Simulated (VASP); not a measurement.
Set up this calculation in VASP 6.6.1, as the native input.

```yaml
Task: single point
Functional: PBE
Potentials_or_basis: VASP PAW PBE potentials, release 64 (C, Si)
Cutoff: 520 eV
k_mesh: 20 × 20 × 20
Occupations: gaussian, width 0.05 eV
Spin: no spin polarisation
Dipole_correction: no
Further_INCAR_settings: ALGO = Normal; EDIFF = 1e-06; NBANDS = 11
```

The structure of SiC lies in POSCAR:

```
SiC
1.0
    0.0000000000      1.9729304123      1.9729304123
    1.9729304123      0.0000000000      1.9729304123
    1.9729304123      1.9729304123      0.0000000000
C Si
1 1
Direct
    0.0000000000      0.0000000000      0.0000000000
    0.5000000000      0.5000000000      0.5000000000
```

This cell differs from its parent crystal: volume scaled by 0.920.

One way to write it, as run:

INCAR

```
PREC = Accurate
ENCUT = 520
EDIFF = 1E-6
ISMEAR = 0
SIGMA = 0.05
LREAL = F
LASPH = T
NELM = 100
ALGO = Normal
ISIF = 2
LWAVE = F
LCHARG = F
GGA = PE
NBANDS = 11
```

KPOINTS

```
regular mesh
0
Gamma
  20 20 20
```

Potentials or basis: VASP PAW PBE potentials, release 64 (C, Si).

Run with:

```sh
$ cat potpaw_PBE.64/C/POTCAR potpaw_PBE.64/Si/POTCAR > POTCAR
$ mpirun -np 1 vasp_std > vasp.out
```

Results of the run:

| Property | Result |
| --- | --- |
| Pressure | 24.4 GPa |
| Band gap on the k mesh | zero (band 4 reaches 13.69 eV, above the bottom of band 5 at 13.22 eV) |

It took 14 s on 1 thread of Intel(R) Xeon(R) 6975P-C (Granite Rapids), on a shared host, peak memory 0.16 GiB.
